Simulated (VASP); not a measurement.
# SiO2 (I-42d) in VASP: a series of runs

Runs on SiO2. Level: PBEsol. Tasks: single point.

All numbers are computed with VASP 6.6.1; they aren't measurements. Logs are shortened: lines on timing, memory, paths and dates and some standing lists are left out, and cuts for length are marked.

### 1 The cell of the first run

It takes space group I-42d (No. 122, tetragonal). The conventional cell has a = 4.780 Å, b = 4.780 Å, c = 7.538 Å, α = 90.00°, β = 90.00°, γ = 90.00°. Within 2.2 Å of Si (site symmetry -4) lie 4 O at 1.63 Å. O (site symmetry 2) has 2 Si at 1.63 Å within 2.2 Å.

### 2 Single point, PBEsol (volume scaled by 1.02)

The input, INCAR:

```
PREC     = Accurate       # precision mode
ENCUT    = 520            # plane-wave cutoff, eV
EDIFF    = 1E-7           # SCF threshold, eV
ISMEAR   = -1             # smearing method
SIGMA    = 0.03           # smearing width, eV
LREAL    = False          # projectors in reciprocal space
LASPH    = True           # aspherical terms in the spheres
NELM     = 100            # most SCF steps
ALGO     = Normal         # electronic algorithm
ISIF     = 2              # what is computed and relaxed
LWAVE    = False          # write WAVECAR
LCHARG   = True           # write CHGCAR
GGA      = PS             # functional
LELF     = True           # ELF
LVHAR    = True         
NBANDS   = 25             # bands
```

The input, KPOINTS:

```
regular mesh
0
Gamma
  7 7 7
```

The input, POSCAR:

```
SiO2
1.0
   -2.3897726436      2.3897726436      3.7687954246
    2.3897726436     -2.3897726436      3.7687954246
    2.3897726436      2.3897726436     -3.7687954246
Si O
2 4
Direct
    0.0000000000      0.0000000000      0.0000000000
    0.7500000000      0.2500000000      0.5000000000
    0.9983800000      0.6250000000      0.8733800000
    0.3750000000      0.2483800000      0.3733800000
    0.7516200000      0.1250000000      0.1266200000
    0.8750000000      0.0016200000      0.6266200000
```

Potentials or basis: VASP PAW PBE potentials, release 64 (Si, O).

Run with:

```
$ cat potpaw_PBE.64/Si/POTCAR potpaw_PBE.64/O/POTCAR > POTCAR
$ mpirun -np 1 vasp_std > vasp.out
```

OUTCAR:

```text
PREC = Accurate
   ENCUT = 520
   EDIFF = 1E-7
   ISMEAR = -1
   LREAL = False
   LASPH = True
   NELM = 100
   ISIF = 2
   GGA = PS

 ion  position               nearest neighbor table
   1  0.000  0.000  0.000-   3 1.63   4 1.63   5 1.63   6 1.63   2 3.04   2 3.04   2 3.04   2 3.04

   2  0.750  0.250  0.500-   4 1.63   3 1.63   6 1.63   5 1.63   1 3.04   1 3.04   1 3.04   1 3.04

   3  0.998  0.625  0.873-   1 1.63   2 1.63
   4  0.375  0.248  0.373-   2 1.63   1 1.63
   5  0.752  0.125  0.127-   1 1.63   2 1.63
   6  0.875  0.002  0.627-   2 1.63   1 1.63

  LATTYP: Found a body centered tetragonal cell.
 ALAT       =     4.7795452872
 C/A-ratio  =     1.5770518734

  Lattice vectors:

 A1 = (  -2.3897726436,   2.3897726436,   3.7687954246)
 A2 = (   2.3897726436,  -2.3897726436,   3.7687954246)
 A3 = (   2.3897726436,   2.3897726436,  -3.7687954246)

Analysis of symmetry for initial positions (statically):
=====================================================================
 Subroutine PRICEL returns:
 Original cell was already a primitive cell.

 Routine SETGRP: Setting up the symmetry group for a
 body centered tetragonal supercell.

 Subroutine GETGRP returns: Found  8 space group operations
 (whereof  4 operations were pure point group operations)
 out of a pool of 16 trial point group operations.

The static configuration has the point symmetry S_4 .
 The point group associated with its full space group is D_2d.

Analysis of symmetry for dynamics (positions and initial velocities):
=====================================================================
 Subroutine PRICEL returns:
 Original cell was already a primitive cell.

 Routine SETGRP: Setting up the symmetry group for a
 body centered tetragonal supercell.

 Subroutine GETGRP returns: Found  8 space group operations
 (whereof  4 operations were pure point group operations)
 out of a pool of 16 trial point group operations.

The dynamic configuration has the point symmetry S_4 .
 The point group associated with its full space group is D_2d.

 Subroutine INISYM returns: Found  8 space group operations
 (whereof  4 operations are pure point group operations),
 and found     1 'primitive' translations

----------------------------------------------------------------------------------------

                                     Primitive cell

  volume of cell :      86.0946

  direct lattice vectors                    reciprocal lattice vectors
    -2.389772644  2.389772644  3.768795425     0.000000000  0.209224924  0.132668384
     2.389772644 -2.389772644  3.768795425     0.209224924  0.000000000  0.132668384
     2.389772644  2.389772644 -3.768795425     0.209224924  0.209224924  0.000000000

  length of vectors
     5.062197698  5.062197698  5.062197698     0.247741739  0.247741739  0.295888725

  position of ions in fractional coordinates (direct lattice)
     0.000000000  0.000000000  0.000000000
     0.750000000  0.250000000  0.500000000
     0.998380000  0.625000000  0.873380000
     0.375000000  0.248380000  0.373380000
     0.751620000  0.125000000  0.126620000
     0.875000000  0.001620000  0.626620000

  ion indices of the primitive-cell ions
   primitive index   ion index
                 1           1
                 2           2
                 3           3
                 4           4
                 5           5
                 6           6

----------------------------------------------------------------------------------------

 KPOINTS: regular mesh

Automatic generation of k-mesh.
 Grid dimensions read from file:
 generate k-points for:    7    7    7

 Generating k-lattice:

  Cartesian coordinates                     Fractional coordinates (reciprocal lattice)
     0.000000000  0.029889275  0.018952626     0.142857143 -0.000000000  0.000000000
     0.029889275  0.000000000  0.018952626    -0.000000000  0.142857143  0.000000000
     0.029889275  0.029889275  0.000000000     0.000000000  0.000000000  0.142857143

  Length of vectors
     0.035391677  0.035391677  0.042269818

  Shift w.r.t. Gamma in fractional coordinates (k-lattice)
     0.000000000  0.000000000  0.000000000

 Subroutine IBZKPT returns following result:
 ===========================================

 Found     40 irreducible k-points:

 Following reciprocal coordinates:
            Coordinates               Weight
  0.000000  0.000000  0.000000      1.000000
  0.142857 -0.000000  0.000000      8.000000
  0.285714  0.000000  0.000000      8.000000
  0.428571 -0.000000  0.000000      8.000000
  0.142857  0.142857  0.000000      8.000000
  0.285714  0.142857  0.000000     16.000000
[... 16 lines left out ...]
 -0.142857  0.285714  0.142857      8.000000
 -0.428571  0.428571  0.142857      8.000000
 [... further k-points ...]
   k-points           NKPTS =     40   k-points in BZ     NKDIM =     40   number of bands    NBANDS=     25
   number of dos      NEDOS =    301   number of ions     NIONS =      6
   total plane-waves  NPLWV =  64000
   dimension x,y,z NGX =    40 NGY =   40 NGZ =   40
   dimension x,y,z NGXF=    80 NGYF=   80 NGZF=   80
   ions per type =               2   4
   NGX,Y,Z   is equivalent  to a cutoff of  13.14, 13.14, 13.14 a.u.
   NGXF,Y,Z  is equivalent  to a cutoff of  26.27, 26.27, 26.27 a.u.
 SYSTEM =  unknown system
   PREC   = accura    normal or accurate (medium, high low for compatibility)
   ISTART =      0    job   : 0-new  1-cont  2-samecut
   ICHARG =      2    charge: 1-file 2-atom 10-const
   ISPIN  =      1    spin polarized calculation?
   LNONCOLLINEAR =      F non collinear calculations
   LSORBIT =      F    spin-orbit coupling
   LASPH  =      T    aspherical Exc in radial PAW
   ENCUT  =  520.0 eV  38.22 Ry    6.18 a.u.   9.41  9.41  9.41*2*pi/ulx,y,z
   NELM   =    100;   NELMIN=  2; NELMDL= -5     # of ELM steps
   EDIFF  = 0.1E-06   stopping-criterion for ELM
   LREAL  =      F    real-space projection
   EDIFFG = 0.1E-05   stopping-criterion for IOM
   NSW    =      0    number of steps for IOM
   IBRION =     -1    ionic relax: 0-MD 1-quasi-New 2-CG
   NFREE  =      0    steps in history (QN), initial steepest desc. (CG)
   ISIF   =      2    stress and relaxation
   ISYM   =      2    0-nonsym 1-usesym 2-fastsym
   POTIM  = 0.5000    time-step for ionic-motion
   TEBEG  =    0.0;   TEEND  =   0.0 temperature during run
   PSTRESS=    0.0 pullay stress
   NELECT =      32.0000    total number of electrons
   NUPDOWN=      -1.0000    fix difference up-down
   EMIN   =  10.00;   EMAX   =-10.00  energy-range for DOS
   EFERMI =   0.00;   METHOD = LEGACY
   ISMEAR =    -1;   SIGMA  =   0.03  broadening in eV -4-tet -1-fermi 0-gaus
   EFERMI_NEDOS =   21; number of points for ismear=-14 and -15
   IALGO  =     38    algorithm
   IMIX   =      4    mixing-type and parameters
     AMIX     =   0.40;   BMIX     =  1.00
     AMIX_MAG =   1.60;   BMIX_MAG =  1.00
  volume/ion in A,a.u.               =      14.35        96.83
  Fermi-wavevector in a.u.,A,eV,Ry     =   1.177063  2.224326 18.850552  1.385476
  Thomas-Fermi vector in A             =   2.313416
   LORBIT       =      0    0 simple, 1 ext, 2 COOP (PROOUT), +10 PAW based schemes
   GGA     = PS    functional components
   LHFCALC =     F    Hartree Fock is set to
   AEXX    =    0.0000 exact exchange contribution
   IVDW    =     0    specifies the selected vdW correction
   LEPSILON=     F    determine dielectric tensor
   LRPA    =     F    only Hartree local field effects (RPA)
 non-spin polarized calculation
  energy-cutoff  :      520.00
  volume of cell :       86.09
 maximum number of plane-waves:      2335
 NGX is ok and might be reduce to    40
   NGX = 19   NGY = 19   NGZ = 19

 number of electron      32.0000015 magnetization

 Free energy of the ion-electron system (eV)
  ---------------------------------------------------
  ext. energy  EPLUGINS =         0.00000000
  ---------------------------------------------------
  free energy    TOTEN  =       -49.29960442 eV

  energy without entropy =      -49.29960442  energy(sigma->0) =      -49.29960442

 E-fermi :   0.3469     XC(G=0):  -8.6274

 val. band max:       -0.3261171898   @ k =   0.0000   0.0000   0.0000
 cond. band min:       5.5130096839   @ k =   0.0000   0.0000   0.0000
 fundamental gap:      5.8391268737
 Fermi energy:         0.3469413419

 k-point     1 :       0.0000    0.0000    0.0000
  band No.  band energies     occupation
      1     -19.2687      2.00000
      2     -17.1796      2.00000
      3     -17.1596      2.00000
      4     -17.1596      2.00000
      5      -9.1006      2.00000
      6      -5.5643      2.00000
[... 17 lines left out ...]
     24      13.2663      0.00000
     25      13.5736      0.00000

 k-point     2 :       0.1429   -0.0000    0.0000
  band No.  band energies     occupation
      1     -19.2052      2.00000
      2     -17.2719      2.00000
      3     -17.1807      2.00000
      4     -17.1595      2.00000
      5      -8.9546      2.00000
      6      -5.6235      2.00000
[... 17 lines left out ...]
     24      12.9450      0.00000
     25      13.4067      0.00000

 k-point     3 :       0.2857    0.0000    0.0000
  band No.  band energies     occupation
      1     -19.0348      2.00000
      2     -17.5298      2.00000
      3     -17.1953      2.00000
      4     -17.1662      2.00000
      5      -8.5913      2.00000
      6      -5.8239      2.00000
[... 17 lines left out ...]
     24      12.4677      0.00000
     25      13.5530      0.00000

 k-point     4 :       0.4286   -0.0000    0.0000
  band No.  band energies     occupation
      1     -18.8461      2.00000
      2     -17.7864      2.00000
      3     -17.2030      2.00000
      4     -17.1751      2.00000
      5      -8.2418      2.00000
      6      -6.0429      2.00000
[... 17 lines left out ...]
     24      12.4352      0.00000
     25      13.4041      0.00000

 k-point     5 :       0.1429    0.1429    0.0000
  band No.  band energies     occupation
      1     -19.1054      2.00000
      2     -17.4248      2.00000
      3     -17.1783      2.00000
      4     -17.1782      2.00000
      5      -8.7254      2.00000
      6      -5.7708      2.00000
[... 17 lines left out ...]
     24      12.6790      0.00000
     25      13.4761      0.00000

 k-point     6 :       0.2857    0.1429    0.0000
  band No.  band energies     occupation
      1     -18.9143      2.00000
      2     -17.6883      2.00000
      3     -17.1979      2.00000
      4     -17.1859      2.00000
      5      -8.3373      2.00000
      6      -6.0396      2.00000
[... 17 lines left out ...]
     24      12.5963      0.00000
     25      13.4977      0.00000
[... 393 lines left out ...]
 k-point    21 :       0.4286    0.2857    0.1429
  band No.  band energies     occupation
      1     -18.5241      2.00000
      2     -18.1141      2.00000
      3     -17.2260      2.00000
      4     -17.2249      2.00000
      5      -7.6370      2.00000
      6      -6.9132      2.00000
[... 17 lines left out ...]
     24      11.5575      0.00000
     25      12.8508      0.00000

 k-point    22 :      -0.2857    0.2857    0.1429
  band No.  band energies     occupation
      1     -18.8721      2.00000
      2     -17.7269      2.00000
      3     -17.2246      2.00000
      4     -17.1776      2.00000
      5      -8.2703      2.00000
      6      -6.2213      2.00000
[... 17 lines left out ...]
     24      11.9809      0.00000
     25      13.2078      0.00000

 k-point    23 :      -0.1429    0.2857    0.1429
  band No.  band energies     occupation
      1     -18.9093      2.00000
      2     -17.6927      2.00000
      3     -17.2201      2.00000
      4     -17.1638      2.00000
      5      -8.3451      2.00000
      6      -6.0446      2.00000
[... 17 lines left out ...]
     24      12.0087      0.00000
     25      13.6771      0.00000

 k-point    24 :      -0.4286    0.4286    0.1429
  band No.  band energies     occupation
      1     -18.5282      2.00000
      2     -18.1229      2.00000
      3     -17.2292      2.00000
      4     -17.2107      2.00000
      5      -7.6042      2.00000
      6      -6.8722      2.00000
[... 17 lines left out ...]
     24      12.3746      0.00000
     25      12.7030      0.00000

 [... further k-points ...]
[... 5 lines left out ...]
  --------------------------------------------------------------------------------------
  -------------------------------------------------------------------------------------
  Total       -0.5200298     -0.5200298     -1.6138842      0.0000000      0.0000000      0.0000000
  in kB       -9.6774971     -9.6774971    -30.0335892      0.0000000      0.0000000      0.0000000
  external PRESSURE =     -16.4628611 kB  Pullay stress =       0.0000000 kB

 VOLUME and BASIS-vectors are now :
 -----------------------------------------------------------------------------
  energy-cutoff  :      520.00
  volume of cell :       86.09
      direct lattice vectors                 reciprocal lattice vectors
    -2.389772644  2.389772644  3.768795425     0.000000000  0.209224924  0.132668384
     2.389772644 -2.389772644  3.768795425     0.209224924  0.000000000  0.132668384
     2.389772644  2.389772644 -3.768795425     0.209224924  0.209224924  0.000000000

 POSITION                                       TOTAL-FORCE (eV/Angst)
 -----------------------------------------------------------------------------------
      0.00000      0.00000      0.00000        -0.000000     -0.000000     -0.000000
      0.00000      2.38977      1.88440        -0.000000     -0.000000     -0.000000
      1.19489      2.97947      2.82660        -0.000000     -0.222888     -0.000000
      0.58970      1.19489      0.94220        -0.222888     -0.000000     -0.000000
     -1.19489      1.80007      2.82660         0.000000      0.222888      0.000000
     -0.58970      3.58466      0.94220         0.222888     -0.000000      0.000000
 -----------------------------------------------------------------------------------
    total drift:                                0.000002      0.000002      0.000002

  FREE ENERGIE OF THE ION-ELECTRON SYSTEM (eV)
  ---------------------------------------------------
  free  energy   TOTEN  =       -49.2996044235 eV

  energy  without entropy=      -49.2996044235  energy(sigma->0) =      -49.29960442
```

Wall time 98 s (1 thread of Intel Xeon Platinum 8488C (Sapphire Rapids), shared host); peak memory 0.25 GiB.

What came out:

| Quantity | Value |
| --- | --- |
| Free energy | -49.2996 eV |
| Pressure | -1.6 GPa |
| Largest force | 0.223 eV/Å |
| Band gap on the k mesh | 5.84 eV, direct |

Forces on the atoms (eV/Å):
```
Si   0.000  0.000  0.000
Si   0.000  0.000  0.000
O    0.000 -0.223  0.000
O   -0.223  0.000  0.000
O    0.000  0.223  0.000
O    0.223  0.000  0.000
```

Caveat: the PAW data sets were made with another functional, which shifts forces and pressure a little.

### 3 Single point, PBEsol (volume scaled by 1.04)

The input, INCAR:

```
ALGO = Normal
EDIFF = 1E-6
ENCUT = 520
GGA = PS
ISIF = 2
ISMEAR = -1
LASPH = True
LCHARG = False
LREAL = False
LWAVE = False
NBANDS = 25
NELM = 60
PREC = Accurate
SIGMA = 0.03
```

The input, KPOINTS:

```
k-points
0
Gamma
  7 7 7
```

Changes to POSCAR since step 2:

```diff
@@ -2,5 +2,5 @@
 1.0
-   -2.3897726436      2.3897726436      3.7687954246
-    2.3897726436     -2.3897726436      3.7687954246
-    2.3897726436      2.3897726436     -3.7687954246
+   -2.4052910826      2.4052910826      3.7932688079
+    2.4052910826     -2.4052910826      3.7932688079
+    2.4052910826      2.4052910826     -3.7932688079
 Si O
```

Potentials or basis: VASP PAW PBE potentials, release 64 (Si, O).

Run with:

```
$ cat potpaw_PBE.64/Si/POTCAR potpaw_PBE.64/O/POTCAR > POTCAR
$ mpirun -np 1 vasp_std > vasp.out
```

It took 2 min on 1 thread of Intel Xeon Platinum 8488C (Sapphire Rapids), shared host; peak memory 0.25 GiB.

The run converged. Its results:

```yaml
Free_energy: -49.2684 eV
Pressure: -4.6 GPa
Largest_force: 0.453 eV/Å
Band_gap_on_the_k_mesh: 5.70 eV, direct
```

Forces in eV/Å, atoms in the order of the input:
```
Si   0.000  0.000  0.000
Si   0.000  0.000  0.000
O    0.000 -0.453  0.000
O   -0.453  0.000  0.000
O    0.000  0.453  0.000
O    0.453  0.000  0.000
```

Stress tensor (GPa, compression positive):
```
-3.91  0.00  0.00
 0.00 -3.91  0.00
 0.00  0.00 -6.04
```

Levels at points of the mesh, in eV from the valence-band top:
```
           k point  band 12  band 13  band 14  band 15  band 16  band 17  band 18  band 19  band 20  band 21
(0.00, 0.00, 0.00)    -1.31    -1.28    -1.05     0.00     0.00     5.70     8.42    10.86    10.86    10.92
```

Caveat: the PAW data sets were made with another functional, which shifts forces and pressure a little.
